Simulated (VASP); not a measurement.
# Re (Fm-3m) in VASP: a series of runs

Re is run at these levels: LDA; tasks: single point.

All numbers are computed with VASP 6.6.1; they aren't measurements. Logs are shortened: lines on timing, memory, paths and dates and some standing lists are left out, and cuts for length are marked.

## 1. The cell of the first run

It takes space group Fm-3m (No. 225, cubic). Conventional cell: a = 3.876 Å, b = 3.876 Å, c = 3.876 Å, α = 90.00°, β = 90.00°, γ = 90.00°. Re (site symmetry m-3m) has 12 Re at 2.74 Å within 3.6 Å.

This isn't the form of Re at room conditions, which is hcp.

## 2. Single point, LDA

INCAR

```
SYSTEM = Re
PREC = Accurate
ENCUT = 520
EDIFF = 1E-6
ISMEAR = -1
SIGMA = 0.1
LREAL = .FALSE.
LASPH = .TRUE.
NELM = 80
ALGO = Normal
ISIF = 2
LWAVE = .FALSE.
LCHARG = .FALSE.
NBANDS = 10
```

KPOINTS

```
Automatic mesh
0
G
  17 17 17
  0 0 0
```

POSCAR

```
Re
1.0
    0.0000000000      1.9381965778      1.9381965778
    1.9381965778      0.0000000000      1.9381965778
    1.9381965778      1.9381965778      0.0000000000
Re
1
Direct
    0.0000000000      0.0000000000      0.0000000000
```

Potentials or basis: VASP PAW LDA potentials, release 64 (Re).

Command:

```
cat potpaw_LDA.64/Re/POTCAR > POTCAR
mpirun -np 1 vasp_std > vasp.out
```

OUTCAR:

```text
SYSTEM = Re
   PREC = Accurate
   ENCUT = 520
   EDIFF = 1E-6
   ISMEAR = -1
   LREAL = .FALSE.
   LASPH = .TRUE.
   NELM = 80
   ISIF = 2

 ion  position               nearest neighbor table
   1  0.000  0.000  0.000-

  LATTYP: Found a face centered cubic cell.
 ALAT       =     3.8763931556

  Lattice vectors:

 A1 = (   0.0000000000,   1.9381965778,   1.9381965778)
 A2 = (   1.9381965778,   0.0000000000,   1.9381965778)
 A3 = (   1.9381965778,   1.9381965778,   0.0000000000)

Analysis of symmetry for initial positions (statically):
=====================================================================
 Subroutine PRICEL returns:
 Original cell was already a primitive cell.

 Routine SETGRP: Setting up the symmetry group for a
 face centered cubic supercell.

 Subroutine GETGRP returns: Found 48 space group operations
 (whereof 48 operations were pure point group operations)
 out of a pool of 48 trial point group operations.

The static configuration has the point symmetry O_h .

Analysis of symmetry for dynamics (positions and initial velocities):
=====================================================================
 Subroutine PRICEL returns:
 Original cell was already a primitive cell.

 Routine SETGRP: Setting up the symmetry group for a
 face centered cubic supercell.

 Subroutine GETGRP returns: Found 48 space group operations
 (whereof 48 operations were pure point group operations)
 out of a pool of 48 trial point group operations.

The dynamic configuration has the point symmetry O_h .

 Subroutine INISYM returns: Found 48 space group operations
 (whereof 48 operations are pure point group operations),
 and found     1 'primitive' translations

----------------------------------------------------------------------------------------

                                     Primitive cell

  volume of cell :      14.5621

  direct lattice vectors                    reciprocal lattice vectors
     0.000000000  1.938196578  1.938196578    -0.257971769  0.257971769  0.257971769
     1.938196578  0.000000000  1.938196578     0.257971769 -0.257971769  0.257971769
     1.938196578  1.938196578  0.000000000     0.257971769  0.257971769 -0.257971769

  length of vectors
     2.741023887  2.741023887  2.741023887     0.446820211  0.446820211  0.446820211

  position of ions in fractional coordinates (direct lattice)
     0.000000000  0.000000000  0.000000000

  ion indices of the primitive-cell ions
   primitive index   ion index
                 1           1

----------------------------------------------------------------------------------------

 KPOINTS: Automatic mesh

Automatic generation of k-mesh.
 Grid dimensions read from file:
 generate k-points for:   17   17   17

 Generating k-lattice:

  Cartesian coordinates                     Fractional coordinates (reciprocal lattice)
    -0.015174810  0.015174810  0.015174810     0.058823529  0.000000000  0.000000000
     0.015174810 -0.015174810  0.015174810     0.000000000  0.058823529  0.000000000
     0.015174810  0.015174810 -0.015174810     0.000000000  0.000000000  0.058823529

  Length of vectors
     0.026283542  0.026283542  0.026283542

  Shift w.r.t. Gamma in fractional coordinates (k-lattice)
     0.000000000  0.000000000  0.000000000

 Subroutine IBZKPT returns following result:
 ===========================================

 Found    165 irreducible k-points:

 Following reciprocal coordinates:
            Coordinates               Weight
  0.000000  0.000000  0.000000      1.000000
  0.058824  0.000000  0.000000      8.000000
  0.117647  0.000000  0.000000      8.000000
  0.176471  0.000000  0.000000      8.000000
  0.235294  0.000000  0.000000      8.000000
  0.294118  0.000000  0.000000      8.000000
[... 16 lines left out ...]
 -0.176471  0.058824  0.000000     24.000000
 -0.117647  0.058824  0.000000     24.000000
 [... further k-points ...]
   k-points           NKPTS =    165   k-points in BZ     NKDIM =    165   number of bands    NBANDS=     10
   number of dos      NEDOS =    301   number of ions     NIONS =      1
   total plane-waves  NPLWV =   8000
   dimension x,y,z NGX =    20 NGY =   20 NGZ =   20
   dimension x,y,z NGXF=    40 NGYF=   40 NGZF=   40
   ions per type =               1
   NGX,Y,Z   is equivalent  to a cutoff of  12.13, 12.13, 12.13 a.u.
   NGXF,Y,Z  is equivalent  to a cutoff of  24.26, 24.26, 24.26 a.u.
 SYSTEM =  Re
   PREC   = accura    normal or accurate (medium, high low for compatibility)
   ISTART =      0    job   : 0-new  1-cont  2-samecut
   ICHARG =      2    charge: 1-file 2-atom 10-const
   ISPIN  =      1    spin polarized calculation?
   LNONCOLLINEAR =      F non collinear calculations
   LSORBIT =      F    spin-orbit coupling
   LASPH  =      T    aspherical Exc in radial PAW
   ENCUT  =  520.0 eV  38.22 Ry    6.18 a.u.   5.10  5.10  5.10*2*pi/ulx,y,z
   NELM   =     80;   NELMIN=  2; NELMDL= -5     # of ELM steps
   EDIFF  = 0.1E-05   stopping-criterion for ELM
   LREAL  =      F    real-space projection
   EDIFFG = 0.1E-04   stopping-criterion for IOM
   NSW    =      0    number of steps for IOM
   IBRION =     -1    ionic relax: 0-MD 1-quasi-New 2-CG
   NFREE  =      0    steps in history (QN), initial steepest desc. (CG)
   ISIF   =      2    stress and relaxation
   ISYM   =      2    0-nonsym 1-usesym 2-fastsym
   POTIM  = 0.5000    time-step for ionic-motion
   TEBEG  =    0.0;   TEEND  =   0.0 temperature during run
   PSTRESS=    0.0 pullay stress
   NELECT =       7.0000    total number of electrons
   NUPDOWN=      -1.0000    fix difference up-down
   EMIN   =  10.00;   EMAX   =-10.00  energy-range for DOS
   EFERMI =   0.00;   METHOD = LEGACY
   ISMEAR =    -1;   SIGMA  =   0.10  broadening in eV -4-tet -1-fermi 0-gaus
   EFERMI_NEDOS =   21; number of points for ismear=-14 and -15
   IALGO  =     38    algorithm
   IMIX   =      4    mixing-type and parameters
     AMIX     =   0.40;   BMIX     =  1.00
     AMIX_MAG =   1.60;   BMIX_MAG =  1.00
  volume/ion in A,a.u.               =      14.56        98.27
  Fermi-wavevector in a.u.,A,eV,Ry     =   1.282428  2.423438 22.376438  1.644622
  Thomas-Fermi vector in A             =   2.414740
   LORBIT       =      0    0 simple, 1 ext, 2 COOP (PROOUT), +10 PAW based schemes
   GGA     = CA    functional components
   LHFCALC =     F    Hartree Fock is set to
   AEXX    =    0.0000 exact exchange contribution
   IVDW    =     0    specifies the selected vdW correction
   LEPSILON=     F    determine dielectric tensor
   LRPA    =     F    only Hartree local field effects (RPA)
 non-spin polarized calculation
  energy-cutoff  :      520.00
  volume of cell :       14.56
 maximum number of plane-waves:       401
   NGX = 11   NGY = 11   NGZ = 11

 number of electron       7.0000001 magnetization

 Free energy of the ion-electron system (eV)
  ---------------------------------------------------
  ext. energy  EPLUGINS =         0.00000000
  ---------------------------------------------------
  free energy    TOTEN  =       -13.70642041 eV

  energy without entropy =      -13.67719104  energy(sigma->0) =      -13.69180572

 E-fermi :   8.2626     XC(G=0): -13.8984

 val. band max:        8.2554567468   @ k =  -0.2941   0.2941   0.1176
 cond. band min:       8.2707972935   @ k =  -0.4706   0.0588   0.0000
 fundamental gap:      0.0153405467
 Fermi energy:         8.2626496332

 k-point     1 :       0.0000    0.0000    0.0000
  band No.  band energies     occupation
      1      -1.8841      2.00000
      2       6.2839      2.00000
      3       6.2839      2.00000
      4       6.2839      2.00000
      5       9.5104      0.00001
      6       9.5104      0.00001
      7      22.2263      0.00000
      8      27.8991      0.00000
      9      27.8991      0.00000
     10      27.8991      0.00000

 k-point     2 :       0.0588    0.0000    0.0000
  band No.  band energies     occupation
      1      -1.7203      2.00000
      2       6.1726      2.00000
      3       6.3613      2.00000
      4       6.3613      2.00000
      5       9.4470      0.00001
      6       9.4470      0.00001
      7      22.5463      0.00000
      8      27.0819      0.00000
      9      28.1999      0.00000
     10      28.1999      0.00000

 k-point     3 :       0.1176    0.0000    0.0000
  band No.  band energies     occupation
      1      -1.2499      2.00000
      2       5.8932      2.00000
      3       6.5589      2.00000
      4       6.5589      2.00000
      5       9.3123      0.00006
      6       9.3123      0.00006
      7      23.3972      0.00000
      8      25.6493      0.00000
      9      29.0709      0.00000
     10      29.0709      0.00000

 k-point     4 :       0.1765    0.0000    0.0000
  band No.  band energies     occupation
      1      -0.5441      2.00000
      2       5.5879      2.00000
      3       6.7572      2.00000
      4       6.7572      2.00000
      5       9.2727      0.00008
      6       9.2727      0.00008
      7      23.7174      0.00000
      8      25.1307      0.00000
      9      30.4296      0.00000
     10      30.4296      0.00000
[... 222 lines left out ...]
 k-point    22 :      -0.2353    0.0588    0.0000
  band No.  band energies     occupation
      1       0.6338      2.00000
      2       5.3563      2.00000
      3       6.7037      2.00000
      4       6.8636      2.00000
      5       9.1664      0.00024
      6      10.3354      0.00000
      7      22.4136      0.00000
      8      26.2762      0.00000
      9      31.1600      0.00000
     10      31.8419      0.00000

 k-point    23 :      -0.1765    0.0588    0.0000
  band No.  band energies     occupation
      1      -0.1440      2.00000
      2       5.3879      2.00000
      3       6.8160      2.00000
      4       6.9047      2.00000
      5       8.8230      0.00734
      6       9.8079      0.00000
      7      23.6049      0.00000
      8      25.5798      0.00000
      9      29.9107      0.00000
     10      31.8601      0.00000

 k-point    24 :      -0.1176    0.0588    0.0000
  band No.  band energies     occupation
      1      -0.8984      2.00000
      2       5.6644      2.00000
      3       6.7020      2.00000
      4       6.7264      2.00000
      5       8.9151      0.00293
      6       9.5766      0.00000
      7      23.9946      0.00000
      8      25.2197      0.00000
      9      28.8025      0.00000
     10      30.1855      0.00000

 [... further k-points ...]

------------------------ aborting loop because EDIFF is reached ----------------------------------------

  FORCE on cell =-STRESS in cart. coord.  units (eV):
  Direction    XX          YY          ZZ          XY          YZ          ZX
  --------------------------------------------------------------------------------------
  -------------------------------------------------------------------------------------
  Total       -0.3156697     -0.3156697     -0.3156697      0.0000000      0.0000000     -0.0000000
  in kB      -34.7312219    -34.7312219    -34.7312219      0.0000000      0.0000000     -0.0000000
  external PRESSURE =     -34.7312219 kB  Pullay stress =       0.0000000 kB

 VOLUME and BASIS-vectors are now :
 -----------------------------------------------------------------------------
  energy-cutoff  :      520.00
  volume of cell :       14.56
      direct lattice vectors                 reciprocal lattice vectors
     0.000000000  1.938196578  1.938196578    -0.257971769  0.257971769  0.257971769
     1.938196578  0.000000000  1.938196578     0.257971769 -0.257971769  0.257971769
     1.938196578  1.938196578  0.000000000     0.257971769  0.257971769 -0.257971769

 POSITION                                       TOTAL-FORCE (eV/Angst)
 -----------------------------------------------------------------------------------
      0.00000      0.00000      0.00000         0.000000      0.000000      0.000000
 -----------------------------------------------------------------------------------
    total drift:                                0.000000      0.000000     -0.000000

  FREE ENERGIE OF THE ION-ELECTRON SYSTEM (eV)
  ---------------------------------------------------
  free  energy   TOTEN  =       -13.7064204067 eV

  energy  without entropy=      -13.6771910414  energy(sigma->0) =      -13.69180572
```

Run time: 28 s. Hardware: 1 thread of Intel Xeon 8259CL, shared host; peak memory 0.14 GiB.

What came out:

| Item | Value |
| --- | --- |
| Free energy | -13.7064 eV |
| Pressure | -3.5 GPa |
| Band gap on the k mesh | zero (an odd number of electrons rules out a gap without spin polarisation) |

Caveat: the cell stands under tension; spin-orbit coupling is left out, which moves the levels of the heavy elements.

(Continued in part 2 of 2.)
